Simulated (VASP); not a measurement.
# SrTiC (P-6m2) in VASP: density of states with PBE

Aim: the density of states of SrTiC with PBE.

All numbers are computed with VASP 6.6.1; they aren't measurements. Logs are shortened: lines on timing, memory, paths and dates and some standing lists are left out, and cuts for length are marked.

**1. The cell of the first run**

It takes space group P-6m2 (No. 187, hexagonal). Conventional cell: a = 3.641 Å, b = 3.641 Å, c = 5.164 Å, α = 90.00°, β = 90.00°, γ = 120.00°. Sr (site symmetry -6m2) has 6 Ti at 3.33 Å and 6 C at 3.33 Å and 6 Sr at 3.64 Å within 4.4 Å. Ti (site symmetry -6m2) has 3 C at 2.10 Å within 2.8 Å. Within 2.8 Å of C (site symmetry -6m2) lie 3 Ti at 2.10 Å.

**2. Density of states, PBE**

File POSCAR:

```
SrTiC
1.0
    3.6410811695      0.0000000000      0.0000000000
   -1.8205405848      3.1532687901      0.0000000000
    0.0000000000      0.0000000000      5.1644068135
Sr Ti C
1 1 1
Direct
    0.0000000000      0.0000000000      0.0000000000
    0.6666666667      0.3333333333      0.5000000000
    0.3333333333      0.6666666667      0.5000000000
```

File INCAR.step1:

```
SYSTEM = SrTiC
PREC     = Accurate       ! precision mode
ENCUT    = 520            ! plane-wave cutoff, eV
EDIFF    = 1E-7           ! SCF threshold, eV
ISMEAR   = 0              ! smearing method
SIGMA    = 0.1            ! smearing width, eV
LREAL    = .FALSE.        ! projectors in reciprocal space
LASPH    = .TRUE.         ! aspherical terms in the spheres
NELM     = 100            ! most SCF steps
ALGO     = Normal         ! electronic algorithm
ISIF     = 2              ! what is computed and relaxed
LWAVE    = .FALSE.        ! write WAVECAR
LCHARG   = .TRUE.         ! write CHGCAR
LMAXMIX  = 4              ! l up to which the mixer works
GGA      = PE             ! functional
NBANDS   = 20             ! bands
```

File KPOINTS.step1:

```
regular mesh
0
G
  12 12 10
  0 0 0
```

File INCAR.step2:

```
SYSTEM = SrTiC
PREC     = Accurate       ! precision mode
ENCUT    = 520            ! plane-wave cutoff, eV
EDIFF    = 1E-7           ! SCF threshold, eV
ISMEAR   = -5             ! smearing method
SIGMA    = 0.1            ! smearing width, eV
LREAL    = .FALSE.        ! projectors in reciprocal space
LASPH    = .TRUE.         ! aspherical terms in the spheres
NELM     = 100            ! most SCF steps
ALGO     = Normal         ! electronic algorithm
ISIF     = 2              ! what is computed and relaxed
LWAVE    = .FALSE.        ! write WAVECAR
LCHARG   = .FALSE.        ! write CHGCAR
LMAXMIX  = 4              ! l up to which the mixer works
GGA      = PE             ! functional
LORBIT   = 11             ! projections on sites
NBANDS   = 20             ! bands
NEDOS    = 2001           ! points of the DOS
ICHARG   = 11             ! starting density
```

File KPOINTS.step2:

```
regular mesh
0
G
  18 18 15
  0 0 0
```

Potentials or basis: VASP PAW PBE potentials, release 64 (Sr_sv, Ti_sv, C).

On the command line:

```
cat potpaw_PBE.64/Sr_sv/POTCAR potpaw_PBE.64/Ti_sv/POTCAR potpaw_PBE.64/C/POTCAR > POTCAR
cp INCAR.step1 INCAR
cp KPOINTS.step1 KPOINTS
mpirun -np 1 vasp_std > vasp.out
cp INCAR.step2 INCAR
cp KPOINTS.step2 KPOINTS
mpirun -np 1 vasp_std > vasp.out
```

OUTCAR:

```text
SYSTEM = SrTiC
   PREC = Accurate
   ENCUT = 520
   EDIFF = 1E-7
   ISMEAR = -5
   LREAL = .FALSE.
   LASPH = .TRUE.
   NELM = 100
   ISIF = 2
   GGA = PE
   LORBIT = 11
   ICHARG = 11

 ion  position               nearest neighbor table
   1  0.000  0.000  0.000-   2 3.33   3 3.33   2 3.33   3 3.33   2 3.33   2 3.33   3 3.33   3 3.33
                             2 3.33   2 3.33   3 3.33   3 3.33
   2  0.667  0.333  0.500-   3 2.10   3 2.10   3 2.10   1 3.33   1 3.33   1 3.33   1 3.33   1 3.33
                             1 3.33
   3  0.333  0.667  0.500-   2 2.10   2 2.10   2 2.10   1 3.33   1 3.33   1 3.33   1 3.33   1 3.33
                             1 3.33

  LATTYP: Found a hexagonal cell.
 ALAT       =     3.6410811695
 C/A-ratio  =     1.4183717893

  Lattice vectors:

 A1 = (   3.6410811695,   0.0000000000,   0.0000000000)
 A2 = (  -1.8205405848,   3.1532687901,   0.0000000000)
 A3 = (   0.0000000000,   0.0000000000,   5.1644068135)

Analysis of symmetry for initial positions (statically):
=====================================================================
 Subroutine PRICEL returns:
 Original cell was already a primitive cell.

 Routine SETGRP: Setting up the symmetry group for a
 hexagonal supercell.

 Subroutine GETGRP returns: Found 12 space group operations
 (whereof 12 operations were pure point group operations)
 out of a pool of 24 trial point group operations.

The static configuration has the point symmetry D_3h.

Analysis of symmetry for dynamics (positions and initial velocities):
=====================================================================
 Subroutine PRICEL returns:
 Original cell was already a primitive cell.

 Routine SETGRP: Setting up the symmetry group for a
 hexagonal supercell.

 Subroutine GETGRP returns: Found 12 space group operations
 (whereof 12 operations were pure point group operations)
 out of a pool of 24 trial point group operations.

The dynamic configuration has the point symmetry D_3h.

 Subroutine INISYM returns: Found 12 space group operations
 (whereof 12 operations are pure point group operations),
 and found     1 'primitive' translations

----------------------------------------------------------------------------------------

                                     Primitive cell

  volume of cell :      59.2941

  direct lattice vectors                    reciprocal lattice vectors
     3.641081170  0.000000000  0.000000000     0.274643699  0.158565613  0.000000000
    -1.820540585  3.153268790  0.000000000     0.000000000  0.317131227  0.000000000
     0.000000000  0.000000000  5.164406814     0.000000000  0.000000000  0.193633080

  length of vectors
     3.641081170  3.641081170  5.164406814     0.317131227  0.317131227  0.193633080

  position of ions in fractional coordinates (direct lattice)
     0.000000000  0.000000000  0.000000000
     0.666666667  0.333333333  0.500000000
     0.333333333  0.666666667  0.500000000

  ion indices of the primitive-cell ions
   primitive index   ion index
                 1           1
                 2           2
                 3           3

----------------------------------------------------------------------------------------

 KPOINTS: regular mesh

Automatic generation of k-mesh.
 Grid dimensions read from file:
 generate k-points for:   18   18   15

 Generating k-lattice:

  Cartesian coordinates                     Fractional coordinates (reciprocal lattice)
     0.015257983  0.008809201  0.000000000     0.055555556 -0.000000000  0.000000000
     0.000000000  0.017618401  0.000000000     0.000000000  0.055555556  0.000000000
     0.000000000  0.000000000  0.012908872     0.000000000  0.000000000  0.066666667

  Length of vectors
     0.017618401  0.017618401  0.012908872

  Shift w.r.t. Gamma in fractional coordinates (k-lattice)
     0.000000000  0.000000000  0.000000000

 TETIRR: Found   4782 inequivalent tetrahedra from    29160

 Subroutine IBZKPT returns following result:
 ===========================================

 Found    296 irreducible k-points:

 Following reciprocal coordinates:
            Coordinates               Weight
  0.000000  0.000000  0.000000      1.000000
  0.055556  0.000000  0.000000      6.000000
  0.111111  0.000000  0.000000      6.000000
  0.166667  0.000000  0.000000      6.000000
  0.222222  0.000000  0.000000      6.000000
  0.277778  0.000000  0.000000      6.000000
[... 16 lines left out ...]
  0.333333  0.111111  0.000000     12.000000
  0.388889  0.111111  0.000000     12.000000
 [... further k-points ...]
   k-points           NKPTS =    296   k-points in BZ     NKDIM =    296   number of bands    NBANDS=     20
   number of dos      NEDOS =   2001   number of ions     NIONS =      3
   total plane-waves  NPLWV =  31360
   dimension x,y,z NGX =    28 NGY =   28 NGZ =   40
   dimension x,y,z NGXF=    56 NGYF=   56 NGZF=   80
   ions per type =               1   1   1
   NGX,Y,Z   is equivalent  to a cutoff of  12.78, 12.78, 12.88 a.u.
   NGXF,Y,Z  is equivalent  to a cutoff of  25.57, 25.57, 25.75 a.u.
 SYSTEM =  SrTiC
   PREC   = accura    normal or accurate (medium, high low for compatibility)
   ISTART =      0    job   : 0-new  1-cont  2-samecut
   ICHARG =     11    charge: 1-file 2-atom 10-const
   ISPIN  =      1    spin polarized calculation?
   LNONCOLLINEAR =      F non collinear calculations
   LSORBIT =      F    spin-orbit coupling
   LASPH  =      T    aspherical Exc in radial PAW
   ENCUT  =  520.0 eV  38.22 Ry    6.18 a.u.   6.77  6.77  9.60*2*pi/ulx,y,z
   NELM   =    100;   NELMIN=  2; NELMDL=  0     # of ELM steps
   EDIFF  = 0.1E-06   stopping-criterion for ELM
   LREAL  =      F    real-space projection
   EDIFFG = 0.1E-05   stopping-criterion for IOM
   NSW    =      0    number of steps for IOM
   IBRION =     -1    ionic relax: 0-MD 1-quasi-New 2-CG
   NFREE  =      0    steps in history (QN), initial steepest desc. (CG)
   ISIF   =      2    stress and relaxation
   ISYM   =      2    0-nonsym 1-usesym 2-fastsym
   POTIM  = 0.5000    time-step for ionic-motion
   TEBEG  =    0.0;   TEEND  =   0.0 temperature during run
   PSTRESS=    0.0 pullay stress
   NELECT =      26.0000    total number of electrons
   NUPDOWN=      -1.0000    fix difference up-down
   EMIN   =  10.00;   EMAX   =-10.00  energy-range for DOS
   EFERMI =   0.00;   METHOD = LEGACY
   ISMEAR =    -5;   SIGMA  =   0.10  broadening in eV -4-tet -1-fermi 0-gaus
   EFERMI_NEDOS =   21; number of points for ismear=-14 and -15
   IALGO  =     38    algorithm
   IMIX   =      4    mixing-type and parameters
     AMIX     =   0.40;   BMIX     =  1.00
     AMIX_MAG =   1.60;   BMIX_MAG =  1.00
  volume/ion in A,a.u.               =      19.76       133.38
  Fermi-wavevector in a.u.,A,eV,Ry     =   1.243737  2.350323 21.046616  1.546883
  Thomas-Fermi vector in A             =   2.378035
   LORBIT       =     11    0 simple, 1 ext, 2 COOP (PROOUT), +10 PAW based schemes
   GGA     = PE    functional components
   LHFCALC =     F    Hartree Fock is set to
   AEXX    =    0.0000 exact exchange contribution
   IVDW    =     0    specifies the selected vdW correction
   LEPSILON=     F    determine dielectric tensor
   LRPA    =     F    only Hartree local field effects (RPA)
 non-spin polarized calculation
 Fermi weights with tetrahedron method with Bloechl corrections
  energy-cutoff  :      520.00
  volume of cell :       59.29
 maximum number of plane-waves:      1627
 NGX is ok and might be reduce to    28

 number of electron      26.0000003 magnetization

 Free energy of the ion-electron system (eV)
  ---------------------------------------------------
  ext. energy  EPLUGINS =         0.00000000
  ---------------------------------------------------
  free energy    TOTEN  =       -18.16645913 eV

  energy without entropy =      -18.16645913  energy(sigma->0) =      -18.16645913

 E-fermi :   5.0927     XC(G=0): -10.0200

 val. band max:        5.1101397955   @ k =   0.1667   0.0000   0.4667
 cond. band min:       5.0790289151   @ k =   0.2778   0.2778   0.4667
 fundamental gap:     -0.0311108804
 Fermi energy:         5.0926554163

 k-point     1 :       0.0000    0.0000    0.0000
  band No.  band energies     occupation
      1     -51.8745      2.00000
      2     -30.6179      2.00000
      3     -28.1618      2.00000
      4     -28.1072      2.00000
      5     -28.1072      2.00000
      6     -12.6954      2.00000
[... 12 lines left out ...]
     19       8.5692      0.00000
     20      10.7294      0.00000

 k-point     2 :       0.0556    0.0000    0.0000
  band No.  band energies     occupation
      1     -51.8743      2.00000
      2     -30.6157      2.00000
      3     -28.1615      2.00000
      4     -28.1095      2.00000
      5     -28.1078      2.00000
      6     -12.6920      2.00000
[... 12 lines left out ...]
     19       8.6503      0.00000
     20      10.7169      0.00000

 k-point     3 :       0.1111    0.0000    0.0000
  band No.  band energies     occupation
      1     -51.8739      2.00000
      2     -30.6092      2.00000
      3     -28.1607      2.00000
      4     -28.1162      2.00000
      5     -28.1096      2.00000
      6     -12.6821      2.00000
[... 12 lines left out ...]
     19       8.8470      0.00000
     20      10.6148      0.00000

 k-point     4 :       0.1667    0.0000    0.0000
  band No.  band energies     occupation
      1     -51.8732      2.00000
      2     -30.5994      2.00000
      3     -28.1595      2.00000
      4     -28.1263      2.00000
      5     -28.1123      2.00000
      6     -12.6670      2.00000
[... 429 lines left out ...]
 k-point    23 :       0.3333    0.1111    0.0000
  band No.  band energies     occupation
      1     -51.8696      2.00000
      2     -30.5493      2.00000
      3     -28.1730      2.00000
      4     -28.1533      2.00000
      5     -28.1298      2.00000
      6     -12.9807      2.00000
[... 12 lines left out ...]
     19       9.1933      0.00000
     20       9.5414      0.00000

 k-point    24 :       0.3889    0.1111    0.0000
  band No.  band energies     occupation
      1     -51.8691      2.00000
      2     -30.5431      2.00000
      3     -28.1787      2.00000
      4     -28.1526      2.00000
      5     -28.1320      2.00000
      6     -13.0307      2.00000
[... 12 lines left out ...]
     19       9.0352      0.00000
     20       9.8693      0.00000

 [... further k-points ...]
[... 5 lines left out ...]
  --------------------------------------------------------------------------------------
  -------------------------------------------------------------------------------------
  Total        0.0209450      0.0209450     -0.0479400     -0.0000000      0.0000000     -0.0000000
  in kB        0.5659504      0.5659504     -1.2953779     -0.0000000      0.0000000     -0.0000000
  external PRESSURE =      -0.0544923 kB  Pullay stress =       0.0000000 kB

 VOLUME and BASIS-vectors are now :
 -----------------------------------------------------------------------------
  energy-cutoff  :      520.00
  volume of cell :       59.29
      direct lattice vectors                 reciprocal lattice vectors
     3.641081170  0.000000000  0.000000000     0.274643699  0.158565613  0.000000000
    -1.820540585  3.153268790  0.000000000     0.000000000  0.317131227  0.000000000
     0.000000000  0.000000000  5.164406814     0.000000000  0.000000000  0.193633080

 POSITION                                       TOTAL-FORCE (eV/Angst)
 -----------------------------------------------------------------------------------
      0.00000      0.00000      0.00000         0.000000     -0.000000      0.000000
      1.82054      1.05109      2.58220        -0.000000      0.000000      0.000000
     -0.00000      2.10218      2.58220         0.000000     -0.000000      0.000000
 -----------------------------------------------------------------------------------
    total drift:                               -0.004141      0.002391     -0.000000

  FREE ENERGIE OF THE ION-ELECTRON SYSTEM (eV)
  ---------------------------------------------------
  free  energy   TOTEN  =       -18.1664591332 eV

  energy  without entropy=      -18.1664591332  energy(sigma->0) =      -18.16645913

 total charge

# of ion       s       p       d       tot
------------------------------------------
    1        2.050   5.752   0.265   8.066
    2        2.235   6.141   1.929  10.305
    3        0.893   1.420   0.000   2.313
--------------------------------------------------
tot          5.177  13.313   2.194  20.685
```

It took 2.9 min on 1 thread of AMD EPYC 9R45 (Zen 5), shared host; peak memory 0.45 GiB.

What came out:

- Valence electrons inside the program's atomic spheres: Sr 8.07; Ti 10.30; C 2.31

Caveat: tetrahedron occupations give inexact forces and stress in metals.
